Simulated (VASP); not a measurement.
# Cu (I4/mmm) in VASP: a series of runs

The runs below take Cu through single point, with r2SCAN.

Everything below comes from runs of VASP 6.6.1. Logs are shortened: lines on timing, memory, paths and dates and some standing lists are left out, and cuts for length are marked.

**1. The cell of the first run**

The structure is tetragonal, space group I4/mmm (No. 139). Conventional cell: a = 2.886 Å, b = 2.886 Å, c = 2.793 Å, α = 90.00°, β = 90.00°, γ = 90.00°. Cu (site symmetry 4/mmm) has 14 Cu at 2.47 to 2.89 Å within 3.3 Å.

**2. Single point, r2SCAN (strain +0.000 along x and y, +0.015 along z)**

File POSCAR:

```
Cu
1.0
   -1.4427933200      1.4427933200      1.3967226717
    1.4427933200     -1.4427933200      1.3967226717
    1.4427933200      1.4427933200     -1.3967226717
Cu
1
Direct
    0.0000000000      0.0000000000      0.0000000000
```

File INCAR.step1:

```
SYSTEM = Cu
PREC = Accurate
ENCUT = 520
ISMEAR = 0
SIGMA = 0.15
LREAL = .False.
LASPH = .True.
NELM = 80
NBANDS = 12
GGA = PE
ALGO = Normal
EDIFF = 1E-4
LWAVE = .True.
LCHARG = .False.
```

File INCAR.step2:

```
SYSTEM = Cu
PREC = Accurate
ENCUT = 520
EDIFF = 1E-6
ISMEAR = 0
SIGMA = 0.15
LREAL = .False.
LASPH = .True.
NELM = 80
ALGO = Normal
ISIF = 2
LWAVE = .False.
LCHARG = .False.
METAGGA = R2SCAN
LMIXTAU = .True.
NBANDS = 12
ISTART = 1
```

File KPOINTS:

```
Automatic mesh
0
Gamma
  24 24 24
  0 0 0
```

Potentials or basis: VASP PAW PBE potentials, release 64 (Cu).

Run with:

```sh
> cat potpaw_PBE.64/Cu/POTCAR > POTCAR
> cp INCAR.step1 INCAR
> mpirun -np 1 vasp_std > vasp.out
> cp INCAR.step2 INCAR
> mpirun -np 1 vasp_std > vasp.out
```

OUTCAR:

```text
SYSTEM = Cu
   PREC = Accurate
   ENCUT = 520
   EDIFF = 1E-6
   ISMEAR = 0
   LREAL = .False.
   LASPH = .True.
   NELM = 80
   ISIF = 2
   METAGGA = R2SCAN
   ISTART = 1

 ion  position               nearest neighbor table
   1  0.000  0.000  0.000-

  LATTYP: Found a body centered tetragonal cell.
 ALAT       =     2.8855866400
 C/A-ratio  =     0.9680684353

  Lattice vectors:

 A1 = (  -1.4427933200,   1.4427933200,   1.3967226717)
 A2 = (   1.4427933200,  -1.4427933200,   1.3967226717)
 A3 = (   1.4427933200,   1.4427933200,  -1.3967226717)

Analysis of symmetry for initial positions (statically):
=====================================================================
 Subroutine PRICEL returns:
 Original cell was already a primitive cell.

 Routine SETGRP: Setting up the symmetry group for a
 body centered tetragonal supercell.

 Subroutine GETGRP returns: Found 16 space group operations
 (whereof 16 operations were pure point group operations)
 out of a pool of 16 trial point group operations.

The static configuration has the point symmetry D_4h.

Analysis of symmetry for dynamics (positions and initial velocities):
=====================================================================
 Subroutine PRICEL returns:
 Original cell was already a primitive cell.

 Routine SETGRP: Setting up the symmetry group for a
 body centered tetragonal supercell.

 Subroutine GETGRP returns: Found 16 space group operations
 (whereof 16 operations were pure point group operations)
 out of a pool of 16 trial point group operations.

The dynamic configuration has the point symmetry D_4h.

 Subroutine INISYM returns: Found 16 space group operations
 (whereof 16 operations are pure point group operations),
 and found     1 'primitive' translations

----------------------------------------------------------------------------------------

                                     Primitive cell

  volume of cell :      11.6300

  direct lattice vectors                    reciprocal lattice vectors
    -1.442793320  1.442793320  1.396722672     0.000000000  0.346549983  0.357980872
     1.442793320 -1.442793320  1.396722672     0.346549983  0.000000000  0.357980872
     1.442793320  1.442793320 -1.396722672     0.346549983  0.346549983  0.000000000

  length of vectors
     2.472678578  2.472678578  2.472678578     0.498244112  0.498244112  0.490095685

  position of ions in fractional coordinates (direct lattice)
     0.000000000  0.000000000  0.000000000

  ion indices of the primitive-cell ions
   primitive index   ion index
                 1           1

----------------------------------------------------------------------------------------

 KPOINTS: Automatic mesh

Automatic generation of k-mesh.
 Grid dimensions read from file:
 generate k-points for:   24   24   24

 Generating k-lattice:

  Cartesian coordinates                     Fractional coordinates (reciprocal lattice)
     0.000000000  0.014439583  0.014915870     0.041666667  0.000000000  0.000000000
     0.014439583  0.000000000  0.014915870     0.000000000  0.041666667  0.000000000
     0.014439583  0.014439583  0.000000000     0.000000000  0.000000000  0.041666667

  Length of vectors
     0.020760171  0.020760171  0.020420654

  Shift w.r.t. Gamma in fractional coordinates (k-lattice)
     0.000000000  0.000000000  0.000000000

 Subroutine IBZKPT returns following result:
 ===========================================

 Found   1063 irreducible k-points:

 Following reciprocal coordinates:
            Coordinates               Weight
  0.000000  0.000000  0.000000      1.000000
  0.041667 -0.000000  0.000000      8.000000
  0.083333 -0.000000  0.000000      8.000000
  0.125000  0.000000  0.000000      8.000000
  0.166667  0.000000  0.000000      8.000000
  0.208333 -0.000000  0.000000      8.000000
[... 16 lines left out ...]
  0.416667  0.041667  0.000000     16.000000
  0.458333  0.041667  0.000000     16.000000
 [... further k-points ...]
   k-points           NKPTS =   1063   k-points in BZ     NKDIM =   1063   number of bands    NBANDS=     12
   number of dos      NEDOS =    301   number of ions     NIONS =      1
   total plane-waves  NPLWV =   5832
   dimension x,y,z NGX =    18 NGY =   18 NGZ =   18
   dimension x,y,z NGXF=    36 NGYF=   36 NGZF=   36
   ions per type =               1
   NGX,Y,Z   is equivalent  to a cutoff of  12.10, 12.10, 12.10 a.u.
   NGXF,Y,Z  is equivalent  to a cutoff of  24.20, 24.20, 24.20 a.u.
 SYSTEM =  Cu
   PREC   = accura    normal or accurate (medium, high low for compatibility)
   ISTART =      1    job   : 0-new  1-cont  2-samecut
   ICHARG =      0    charge: 1-file 2-atom 10-const
   ISPIN  =      1    spin polarized calculation?
   LNONCOLLINEAR =      F non collinear calculations
   LSORBIT =      F    spin-orbit coupling
   LASPH  =      T    aspherical Exc in radial PAW
   ENCUT  =  520.0 eV  38.22 Ry    6.18 a.u.   4.60  4.60  4.60*2*pi/ulx,y,z
   NELM   =     80;   NELMIN=  2; NELMDL=  0     # of ELM steps
   EDIFF  = 0.1E-05   stopping-criterion for ELM
   LREAL  =      F    real-space projection
   EDIFFG = 0.1E-04   stopping-criterion for IOM
   NSW    =      0    number of steps for IOM
   IBRION =     -1    ionic relax: 0-MD 1-quasi-New 2-CG
   NFREE  =      0    steps in history (QN), initial steepest desc. (CG)
   ISIF   =      2    stress and relaxation
   ISYM   =      2    0-nonsym 1-usesym 2-fastsym
   POTIM  = 0.5000    time-step for ionic-motion
   TEBEG  =    0.0;   TEEND  =   0.0 temperature during run
   PSTRESS=    0.0 pullay stress
   NELECT =      11.0000    total number of electrons
   NUPDOWN=      -1.0000    fix difference up-down
   EMIN   =  10.00;   EMAX   =-10.00  energy-range for DOS
   EFERMI =   0.00;   METHOD = LEGACY
   ISMEAR =     0;   SIGMA  =   0.15  broadening in eV -4-tet -1-fermi 0-gaus
   EFERMI_NEDOS =   21; number of points for ismear=-14 and -15
   IALGO  =     38    algorithm
   IMIX   =      4    mixing-type and parameters
     AMIX     =   0.40;   BMIX     =  1.00
     AMIX_MAG =   1.60;   BMIX_MAG =  1.00
  volume/ion in A,a.u.               =      11.63        78.48
  Fermi-wavevector in a.u.,A,eV,Ry     =   1.606989  3.036769 35.135873  2.582414
  Thomas-Fermi vector in A             =   2.703089
   LORBIT       =      0    0 simple, 1 ext, 2 COOP (PROOUT), +10 PAW based schemes
   METAGGA = R2SCAN    functional components
   LHFCALC =     F    Hartree Fock is set to
   AEXX    =    0.0000 exact exchange contribution
   IVDW    =     0    specifies the selected vdW correction
   LEPSILON=     F    determine dielectric tensor
   LRPA    =     F    only Hartree local field effects (RPA)
 non-spin polarized calculation
 Gauss-broadening in eV      SIGMA  =   0.15
  energy-cutoff  :      520.00
  volume of cell :       11.63
 maximum number of plane-waves:       333
   NGX =  9   NGY =  9   NGZ =  9

 number of electron      10.9999987 magnetization

 Free energy of the ion-electron system (eV)
  ---------------------------------------------------
  ext. energy  EPLUGINS =         0.00000000
  ---------------------------------------------------
  free energy    TOTEN  =       -10.79155291 eV

  energy without entropy =      -10.78707993  energy(sigma->0) =      -10.78931642

 E-fermi :   7.5855     XC(G=0): -13.8532

 val. band max:        7.5828764291   @ k =   0.2500   0.1250   0.1250
 cond. band min:       7.5862774789   @ k =   0.5000   0.1250   0.0417
 fundamental gap:      0.0034010498
 Fermi energy:         7.5855209333

 k-point     1 :       0.0000    0.0000    0.0000
  band No.  band energies     occupation
      1      -2.1993      2.00000
      2       4.2394      2.00000
      3       4.3682      2.00000
      4       4.3684      2.00000
      5       5.2820      2.00000
      6       5.4160      2.00000
      7      33.4681      0.00000
      8      33.4682      0.00000
      9      34.3282      0.00000
     10      37.5906      0.00000
     11      37.5908      0.00000
     12      37.6568      0.00000

 k-point     2 :       0.0417   -0.0000    0.0000
  band No.  band energies     occupation
      1      -2.1281      2.00000
      2       4.2441      2.00000
      3       4.3670      2.00000
      4       4.3767      2.00000
      5       5.2811      2.00000
      6       5.4059      2.00000
      7      32.9614      0.00000
      8      33.2705      0.00000
      9      33.8200      0.00000
     10      36.4270      0.00000
     11      36.5961      0.00000
     12      36.9703      0.00000

 k-point     3 :       0.0833   -0.0000    0.0000
  band No.  band energies     occupation
      1      -1.9156      2.00000
      2       4.2300      2.00000
      3       4.3613      2.00000
      4       4.4300      2.00000
      5       5.2761      2.00000
      6       5.3818      2.00000
      7      31.2856      0.00000
      8      32.7887      0.00000
      9      32.8843      0.00000
     10      34.9552      0.00000
     11      35.7052      0.00000
     12      36.5123      0.00000
[... 286 lines left out ...]
 k-point    23 :       0.4167    0.0417    0.0000
  band No.  band energies     occupation
      1       2.2849      2.00000
      2       3.5553      2.00000
      3       5.2681      2.00000
      4       5.4665      2.00000
      5       5.8397      2.00000
      6       6.6457      2.00000
      7      13.5032      0.00000
      8      25.2407      0.00000
      9      26.0160      0.00000
     10      30.2337      0.00000
     11      33.3149      0.00000
     12      41.9370      0.00000

 k-point    24 :       0.4583    0.0417    0.0000
  band No.  band energies     occupation
      1       2.3371      2.00000
      2       3.5307      2.00000
      3       5.3118      2.00000
      4       5.4719      2.00000
      5       5.9763      2.00000
      6       7.1928      1.99979
      7      12.5343      0.00000
      8      25.0409      0.00000
      9      25.8302      0.00000
     10      30.1698      0.00000
     11      33.3012      0.00000
     12      42.5331      0.00000

 [... further k-points ...]

------------------------ aborting loop because EDIFF is reached ----------------------------------------

  FORCE on cell =-STRESS in cart. coord.  units (eV):
  Direction    XX          YY          ZZ          XY          YZ          ZX
  --------------------------------------------------------------------------------------
  -------------------------------------------------------------------------------------
  Total       -0.0944733     -0.0944733     -0.1052788      0.0000000     -0.0000000      0.0000000
  in kB      -13.0149137    -13.0149137    -14.5035110      0.0000000     -0.0000000      0.0000000
  external PRESSURE =     -13.5111128 kB  Pullay stress =       0.0000000 kB

 VOLUME and BASIS-vectors are now :
 -----------------------------------------------------------------------------
  energy-cutoff  :      520.00
  volume of cell :       11.63
      direct lattice vectors                 reciprocal lattice vectors
    -1.442793320  1.442793320  1.396722672     0.000000000  0.346549983  0.357980872
     1.442793320 -1.442793320  1.396722672     0.346549983  0.000000000  0.357980872
     1.442793320  1.442793320 -1.396722672     0.346549983  0.346549983  0.000000000

 POSITION                                       TOTAL-FORCE (eV/Angst)
 -----------------------------------------------------------------------------------
      0.00000      0.00000      0.00000         0.000000      0.000000      0.000000
 -----------------------------------------------------------------------------------
    total drift:                                0.000000      0.000000      0.000000

  FREE ENERGIE OF THE ION-ELECTRON SYSTEM (eV)
  ---------------------------------------------------
  free  energy   TOTEN  =       -10.7915529124 eV

  energy  without entropy=      -10.7870799318  energy(sigma->0) =      -10.78931642
```

Run time: 4.2 min. Hardware: 1 thread of Intel Xeon Platinum 8559C (Emerald Rapids), shared host; peak memory 0.24 GiB.

Results:

- Free energy: -10.7916 eV
- Pressure: -1.4 GPa

Stress tensor (GPa, compression positive):
```
-1.30  0.00  0.00
 0.00 -1.30  0.00
 0.00  0.00 -1.45
```

Levels at points of the mesh, in eV from the Fermi level:
```
           k point  band 4  band 5  band 6  band 7  band 8  band 9
(0.00, 0.00, 0.00)   -3.22   -2.30   -2.17   25.88   25.88   26.74
(0.50, 0.00, 0.00)   -2.07   -1.45   -0.56    4.80   18.12   18.35
(0.50, 0.50, 0.00)   -2.16   -1.47   -0.82    4.43   18.99   19.35
(0.50, 0.50, 0.50)   -1.64   -1.61    8.31    8.31    9.61   13.75
```

Caveat: the cell differs from its parent crystal (strain +0.000 along x and y, +0.015 along z); the PAW data sets were made with another functional, which shifts forces and pressure a little.

**3. Single point, r2SCAN (strain +0.000 along x and y, +0.030 along z)**

File POSCAR:

```
Cu
1.0
   -1.4427933200      1.4427933200      1.4173638935
    1.4427933200     -1.4427933200      1.4173638935
    1.4427933200      1.4427933200     -1.4173638935
Cu
1
Direct
    0.0000000000      0.0000000000      0.0000000000
```

Edit INCAR.step1 of step 2 so:

```diff
@@ -7,3 +7,3 @@
 LASPH = .True.
-NELM = 80
+NELM = 60
 NBANDS = 12
```

Edit INCAR.step2 of step 2 so:

```diff
@@ -8,3 +8,3 @@
 LASPH = .True.
-NELM = 80
+NELM = 60
 ALGO = Normal
```

File KPOINTS:

```
regular mesh
0
Gamma
  24 24 24
  0 0 0
```

Potentials or basis: VASP PAW PBE potentials, release 64 (Cu).

Run with:

```sh
> cat potpaw_PBE.64/Cu/POTCAR > POTCAR
> cp INCAR.step1 INCAR
> mpirun -np 1 vasp_std > vasp.out
> cp INCAR.step2 INCAR
> mpirun -np 1 vasp_std > vasp.out
```

Wall time 4.3 min (1 thread of Intel Xeon Platinum 8559C (Emerald Rapids), shared host); peak memory 0.24 GiB.

The run converged. Its results:

| Quantity | Value |
| --- | --- |
| Free energy | -10.7890 eV |
| Pressure | -3.5 GPa |

Stress tensor (GPa, compression positive):
```
-3.43  0.00  0.00
 0.00 -3.43  0.00
 0.00  0.00 -3.53
```

Levels at points of the mesh, in eV from the Fermi level:
| k point | band 4 | band 5 | band 6 | band 7 | band 8 | band 9 |
| --- | --- | --- | --- | --- | --- | --- |
| (0.00, 0.00, 0.00) | -3.19 | -2.24 | -2.17 | 25.90 | 25.90 | 26.34 |
| (0.50, 0.00, 0.00) | -2.07 | -1.44 | -0.56 | 4.66 | 18.12 | 18.31 |
| (0.50, 0.50, 0.00) | -2.11 | -1.45 | -0.70 | 4.46 | 18.59 | 18.84 |
| (0.50, 0.50, 0.50) | -1.62 | -1.60 | 8.43 | 8.43 | 9.14 | 13.79 |

Caveat: the cell differs from its parent crystal (strain +0.000 along x and y, +0.030 along z); the PAW data sets were made with another functional, which shifts forces and pressure a little.

**4. Single point, r2SCAN (strain +0.015 along x and y, +0.000 along z)**

File POSCAR:

```
Cu
1.0
   -1.4644352198      1.4644352198      1.3760814500
    1.4644352198     -1.4644352198      1.3760814500
    1.4644352198      1.4644352198     -1.3760814500
Cu
1
Direct
    0.0000000000      0.0000000000      0.0000000000
```

INCAR.step1 is that of step 3.

INCAR.step2 is that of step 3.

KPOINTS is that of step 3.

Run with:

```sh
> cat potpaw_PBE.64/Cu/POTCAR > POTCAR
> cp INCAR.step1 INCAR
> mpirun -np 1 vasp_std > vasp.out
> cp INCAR.step2 INCAR
> mpirun -np 1 vasp_std > vasp.out
```

Wall time 4.2 min (1 thread of Intel Xeon Platinum 8559C (Emerald Rapids), shared host); peak memory 0.25 GiB.

Results (log left out):

| Property | Result |
| --- | --- |
| Free energy | -10.7892 eV |
| Pressure | -3.5 GPa |

Stress tensor (GPa, compression positive):
```
-3.54  0.00  0.00
 0.00 -3.54  0.00
 0.00  0.00 -3.40
```

Levels at points of the mesh, in eV from the Fermi level:
```tsv
k point	band 4	band 5	band 6	band 7	band 8	band 9
(0.00, 0.00, 0.00)	-3.12	-2.35	-2.10	25.33	25.33	27.12
(0.50, 0.00, 0.00)	-1.98	-1.45	-0.43	4.84	17.75	17.89
(0.50, 0.50, 0.00)	-2.17	-1.48	-0.93	4.14	19.42	19.80
(0.50, 0.50, 0.50)	-1.64	-1.57	7.86	7.86	10.36	13.34
```

Caveat: the cell differs from its parent crystal (strain +0.015 along x and y, +0.000 along z); the PAW data sets were made with another functional, which shifts forces and pressure a little.

**5. Summary**

```csv
cell,gap on the mesh (eV),pressure (GPa)
"a = 2.473 Å, angles 108.6, 108.6, 111.2°, 1 atom",none,-1.4
"a = 2.484 Å, angles 109.0, 109.0, 110.4°, 1 atom",none,-3.5
"a = 2.487 Å, angles 107.8, 107.8, 112.8°, 1 atom",none,-3.5
```

Alike in all rows: task single point; level r2SCAN; potentials or basis VASP PAW PBE potentials, release 64 (Cu); no spin polarisation; k mesh 24 × 24 × 24; cutoff (eV) 520; smearing gaussian 0.15 eV.

Caveats: the PAW data sets were made with another functional, which shifts forces and pressure a little.

Absolute energies hang on the potentials; compare differences alone.
